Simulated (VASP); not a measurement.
# Ge: single point with PBE+D3(BJ)

Ge, a sheet with vacuum:

```xyz
2
Lattice="4.0212 0.0000 0.0000 -2.0106 3.4825 0.0000 0.0000 0.0000 25.1600" Properties=species:S:1:pos:R:3 pbc="T T T"
Ge    0.0000    2.3216    6.9976
Ge    2.0106    1.1608    7.6824
```

* Program: VASP 6.6.1
* Task: single point
* Functional: PBE
* Dispersion: D3(BJ)
* Potentials or basis: VASP PAW PBE potentials, release 64 (Ge_d)
* Cutoff: 410 eV
* k mesh: 12 × 12 × 1
* Occupations: gaussian, width 0.03 eV
* Spin: no spin polarisation

| Property | Result |
| --- | --- |
| Largest force | 0.003 eV/Å |
| Band gap on the k mesh | zero (filled and empty bands touch) |
| Dispersion energy per atom | -0.154 eV |

Forces in eV/Å, atoms in the order of the input:
```
Ge   0.000  0.000 -0.003
Ge   0.000  0.000  0.003
```

Levels at points of the mesh, in eV from the Fermi level:
| k point | band 12 | band 13 | band 14 | band 15 | band 16 | band 17 |
| --- | --- | --- | --- | --- | --- | --- |
| (0.00, 0.00, 0.00) | -3.53 | -0.44 | -0.44 | 0.59 | 2.30 | 3.91 |
| (0.50, 0.00, 0.00) | -7.41 | -1.99 | -1.16 | 0.69 | 1.67 | 5.46 |

Run time: 3.3 min on 1 thread of Intel(R) Xeon(R) Platinum 8375C CPU @ 2.90GHz (Ice Lake) (shared host), peak memory 0.38 GiB.
